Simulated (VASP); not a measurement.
# Ag2O3 (Pn-3m) in VASP: notebook

Runs on Ag2O3. Level: r2SCAN. Tasks: single point.

All numbers are computed with VASP 6.6.1; they aren't measurements. Logs are shortened: lines on timing, memory, paths and dates and some standing lists are left out, and cuts for length are marked.

### 1 The cell of the first run

The structure is cubic, space group Pn-3m (No. 224). Conventional cell: a = 4.920 Å, b = 4.920 Å, c = 4.920 Å, α = 90.00°, β = 90.00°, γ = 90.00°. Ag (site symmetry -3m) has 6 O at 2.13 Å within 2.8 Å. Within 2.8 Å of O (site symmetry -42m) lie 4 Ag at 2.13 Å and 4 O at 2.46 Å.

### 2 Single point, r2SCAN

The input, POSCAR:

```
Ag2O3
1.0
    4.9203481200      0.0000000000      0.0000000000
    0.0000000000      4.9203481200      0.0000000000
    0.0000000000      0.0000000000      4.9203481200
Ag O
4 6
Direct
    0.2500000000      0.2500000000      0.2500000000
    0.2500000000      0.7500000000      0.7500000000
    0.7500000000      0.7500000000      0.2500000000
    0.7500000000      0.2500000000      0.7500000000
    0.5000000000      0.0000000000      0.0000000000
    0.5000000000      0.0000000000      0.5000000000
    0.0000000000      0.5000000000      0.0000000000
    0.5000000000      0.5000000000      0.0000000000
    0.0000000000      0.5000000000      0.5000000000
    0.0000000000      0.0000000000      0.5000000000
```

The input, INCAR.step1:

```
PREC     = Accurate       # precision mode
ENCUT    = 520            # plane-wave cutoff, eV
ISMEAR   = -1             # smearing method
SIGMA    = 0.1            # smearing width, eV
LREAL    = False          # projectors in reciprocal space
LASPH    = True           # aspherical terms in the spheres
NELM     = 60             # most SCF steps
NBANDS   = 51             # bands
GGA      = PE             # functional
ALGO     = Normal         # electronic algorithm
EDIFF    = 1E-4           # SCF threshold, eV
LWAVE    = True           # write WAVECAR
LCHARG   = False          # write CHGCAR
```

The input, INCAR.step2:

```
PREC     = Accurate       # precision mode
ENCUT    = 520            # plane-wave cutoff, eV
EDIFF    = 1E-6           # SCF threshold, eV
ISMEAR   = -1             # smearing method
SIGMA    = 0.1            # smearing width, eV
LREAL    = False          # projectors in reciprocal space
LASPH    = True           # aspherical terms in the spheres
NELM     = 60             # most SCF steps
ALGO     = Normal         # electronic algorithm
ISIF     = 2              # what is computed and relaxed
LWAVE    = False          # write WAVECAR
LCHARG   = True           # write CHGCAR
METAGGA  = R2SCAN         # meta-GGA
LMIXTAU  = True         
LELF     = True           # ELF
LVHAR    = True         
NBANDS   = 51             # bands
ISTART   = 1
```

The input, KPOINTS:

```
regular mesh
0
Gamma
  7 7 7
```

Potentials or basis: VASP PAW PBE potentials, release 64 (Ag, O).

Launch:

```sh
cat potpaw_PBE.64/Ag/POTCAR potpaw_PBE.64/O/POTCAR > POTCAR
cp INCAR.step1 INCAR
mpirun -np 1 vasp_std > vasp.out
cp INCAR.step2 INCAR
mpirun -np 1 vasp_std > vasp.out
```

OUTCAR:

```text
PREC = Accurate
   ENCUT = 520
   EDIFF = 1E-6
   ISMEAR = -1
   LREAL = False
   LASPH = True
   NELM = 60
   ISIF = 2
   METAGGA = R2SCAN
   ISTART = 1

 ion  position               nearest neighbor table
   1  0.250  0.250  0.250-   5 2.13   6 2.13   7 2.13   8 2.13   9 2.13  10 2.13   2 3.48   3 3.48
                             4 3.48   2 3.48   4 3.48   2 3.48   3 3.48   2 3.48   3 3.48   4 3.48
   2  0.250  0.750  0.750-   5 2.13   6 2.13   7 2.13   8 2.13   9 2.13  10 2.13   1 3.48   3 3.48
                             4 3.48   1 3.48   3 3.48   1 3.48   4 3.48   1 3.48   3 3.48   4 3.48
   3  0.750  0.750  0.250-   5 2.13   6 2.13   7 2.13   8 2.13   9 2.13  10 2.13   1 3.48   2 3.48
                             4 3.48   2 3.48   4 3.48   1 3.48   4 3.48   4 3.48   1 3.48   2 3.48
   4  0.750  0.250  0.750-   5 2.13   6 2.13   7 2.13   8 2.13   9 2.13  10 2.13   1 3.48   2 3.48
                             3 3.48   1 3.48   3 3.48   2 3.48   3 3.48   3 3.48   1 3.48   2 3.48
   5  0.500  0.000  0.000-   1 2.13   2 2.13   3 2.13   4 2.13
   6  0.500  0.000  0.500-   1 2.13   2 2.13   3 2.13   4 2.13
   7  0.000  0.500  0.000-   1 2.13   2 2.13   3 2.13   4 2.13
   8  0.500  0.500  0.000-   1 2.13   2 2.13   3 2.13   4 2.13
   9  0.000  0.500  0.500-   1 2.13   2 2.13   3 2.13   4 2.13
  10  0.000  0.000  0.500-   1 2.13   2 2.13   3 2.13   4 2.13

  LATTYP: Found a simple cubic cell.
 ALAT       =     4.9203481200

  Lattice vectors:

 A1 = (   4.9203481200,   0.0000000000,   0.0000000000)
 A2 = (   0.0000000000,   4.9203481200,   0.0000000000)
 A3 = (   0.0000000000,   0.0000000000,   4.9203481200)

Analysis of symmetry for initial positions (statically):
=====================================================================
 Subroutine PRICEL returns:
 Original cell was already a primitive cell.

 Routine SETGRP: Setting up the symmetry group for a
 simple cubic supercell.

 Subroutine GETGRP returns: Found 48 space group operations
 (whereof 24 operations were pure point group operations)
 out of a pool of 48 trial point group operations.

The static configuration has the point symmetry T_d .
 The point group associated with its full space group is O_h .

Analysis of symmetry for dynamics (positions and initial velocities):
=====================================================================
 Subroutine PRICEL returns:
 Original cell was already a primitive cell.

 Routine SETGRP: Setting up the symmetry group for a
 simple cubic supercell.

 Subroutine GETGRP returns: Found 48 space group operations
 (whereof 24 operations were pure point group operations)
 out of a pool of 48 trial point group operations.

The dynamic configuration has the point symmetry T_d .
 The point group associated with its full space group is O_h .
[... 123 lines left out ...]
   EMIN   =  10.00;   EMAX   =-10.00  energy-range for DOS
   EFERMI =   0.00;   METHOD = LEGACY
   ISMEAR =    -1;   SIGMA  =   0.10  broadening in eV -4-tet -1-fermi 0-gaus
   EFERMI_NEDOS =   21; number of points for ismear=-14 and -15
   IALGO  =     38    algorithm
   IMIX   =      4    mixing-type and parameters
     AMIX     =   0.40;   BMIX     =  1.00
     AMIX_MAG =   1.60;   BMIX_MAG =  1.00
  volume/ion in A,a.u.               =      11.91        80.39
  Fermi-wavevector in a.u.,A,eV,Ry     =   1.433647  2.709201 27.964662  2.055345
  Thomas-Fermi vector in A             =   2.553143
   LORBIT       =      0    0 simple, 1 ext, 2 COOP (PROOUT), +10 PAW based schemes
   METAGGA = R2SCAN    functional components
   LHFCALC =     F    Hartree Fock is set to
   AEXX    =    0.0000 exact exchange contribution
   IVDW    =     0    specifies the selected vdW correction
   LEPSILON=     F    determine dielectric tensor
   LRPA    =     F    only Hartree local field effects (RPA)
 non-spin polarized calculation
  energy-cutoff  :      520.00
  volume of cell :      119.12
 maximum number of plane-waves:      3225
 NGX is ok and might be reduce to    40
   NGX = 19   NGY = 19   NGZ = 19

 number of electron      79.9999978 magnetization

 Free energy of the ion-electron system (eV)
  ---------------------------------------------------
  ext. energy  EPLUGINS =         0.00000000
  ---------------------------------------------------
  free energy    TOTEN  =      -119.29961261 eV

  energy without entropy =     -119.07203345  energy(sigma->0) =     -119.18582303

 E-fermi :   5.4916     XC(G=0): -12.2302

 val. band max:        5.4828544610   @ k =   0.2857   0.2857   0.2857
 cond. band min:       5.5371368054   @ k =   0.2857   0.2857   0.0000
 fundamental gap:      0.0542823444
 Fermi energy:         5.4916450352

 k-point     1 :       0.0000    0.0000    0.0000
  band No.  band energies     occupation
      1     -15.2421      2.00000
      2     -14.1520      2.00000
      3     -14.1520      2.00000
      4     -13.5865      2.00000
      5     -13.5865      2.00000
      6     -12.7517      2.00000
[... 1069 lines left out ...]
     50      14.4023      0.00000
     51      14.4023      0.00000

------------------------ aborting loop because EDIFF is reached ----------------------------------------

  FORCE on cell =-STRESS in cart. coord.  units (eV):
  Direction    XX          YY          ZZ          XY          YZ          ZX
  --------------------------------------------------------------------------------------
  -------------------------------------------------------------------------------------
  Total        8.0527141      8.0527141      8.0527141      0.0000000      0.0000000      0.0000000
  in kB      108.3092058    108.3092058    108.3092058      0.0000000      0.0000000      0.0000000
  external PRESSURE =     108.3092058 kB  Pullay stress =       0.0000000 kB

 VOLUME and BASIS-vectors are now :
 -----------------------------------------------------------------------------
  energy-cutoff  :      520.00
  volume of cell :      119.12
      direct lattice vectors                 reciprocal lattice vectors
     4.920348120  0.000000000  0.000000000     0.203237652  0.000000000  0.000000000
     0.000000000  4.920348120  0.000000000     0.000000000  0.203237652  0.000000000
     0.000000000  0.000000000  4.920348120     0.000000000  0.000000000  0.203237652

 POSITION                                       TOTAL-FORCE (eV/Angst)
 -----------------------------------------------------------------------------------
      1.23009      1.23009      1.23009         0.000000      0.000000     -0.000000
      1.23009      3.69026      3.69026         0.000000      0.000000      0.000000
      3.69026      3.69026      1.23009        -0.000000     -0.000000     -0.000000
      3.69026      1.23009      3.69026        -0.000000      0.000000     -0.000000
      2.46017      0.00000      0.00000         0.000000     -0.000000      0.000000
      2.46017      0.00000      2.46017         0.000000     -0.000000      0.000000
      0.00000      2.46017      0.00000         0.000000     -0.000000     -0.000000
      2.46017      2.46017      0.00000         0.000000     -0.000000      0.000000
      0.00000      2.46017      2.46017         0.000000     -0.000000      0.000000
      0.00000      0.00000      2.46017         0.000000     -0.000000     -0.000000
 -----------------------------------------------------------------------------------
    total drift:                               -0.000000      0.000000     -0.000000

  FREE ENERGIE OF THE ION-ELECTRON SYSTEM (eV)
  ---------------------------------------------------
  free  energy   TOTEN  =      -119.2996126099 eV

  energy  without entropy=     -119.0720334508  energy(sigma->0) =     -119.18582303
```

OUTCAR.step1:

```text
PREC = Accurate
   ENCUT = 520
   ISMEAR = -1
   LREAL = False
   LASPH = True
   NELM = 60
[... 1330 lines left out ...]
      2.46017      2.46017      0.00000         0.000000      0.000000      0.000000
      0.00000      2.46017      2.46017        -0.000000      0.000000     -0.000000
      0.00000      0.00000      2.46017        -0.000000     -0.000000      0.000000
 -----------------------------------------------------------------------------------
    total drift:                               -0.000000      0.000000     -0.000000

  FREE ENERGIE OF THE ION-ELECTRON SYSTEM (eV)
  ---------------------------------------------------
  free  energy   TOTEN  =       -38.2467148608 eV

  energy  without entropy=      -38.0131161325  energy(sigma->0) =      -38.12991550
```

Wall time 13 min (1 thread of Intel Xeon 8259CL, shared host); peak memory 0.31 GiB.

Results:

```
Free energy            : -119.2996 eV
Pressure               : 10.8 GPa
Band gap on the k mesh : zero (bands 40 and 41 overlap by 0.88 eV)
```

Levels at points of the mesh, in eV from the Fermi level:
```
           k point  band 38  band 39  band 40  band 41  band 42  band 43
(0.00, 0.00, 0.00)    -1.27     0.65     0.65     0.65     0.69     0.69
```

Caveat: the cell stands under pressure; the PAW data sets were made with another functional, which shifts forces and pressure a little.

(Continued in part 2 of 2.)

The gap in the log of VASP goes by the Fermi energy; the results here count the filled bands.